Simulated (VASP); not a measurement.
Runs of VASP 6.6.1 on Ca. The structure is that of space group Fm-3m (No. 225), or close to it. The cells are those of the table. 

```csv
cell,gap on the mesh (eV),pressure (GPa)
"a = 4.045 Å, angles 60.0°, 1 atom",none,-1.5
"a = 4.017 Å, angles 60.0°, 1 atom",none,-1.3
"a = 3.848 Å, angles 60.0°, 1 atom",none,(a)
"a = 3.941 Å, angles 60.0°, 1 atom",none,-0.4
"a = 3.890 Å, angles 60.0°, 1 atom",none,(b)
```

Alike in all rows: task single point; level PBE; potentials or basis VASP PAW PBE potentials, release 64 (Ca_sv); no spin polarisation; k mesh 14 × 14 × 14; cutoff (eV) 520; smearing gaussian 0.1 eV.

**Question.** Estimate the missing entries.

**Answer.** (a) 0.9; (b) 0.3.

A gap of «none» marks levels without a gap at the run's occupations.
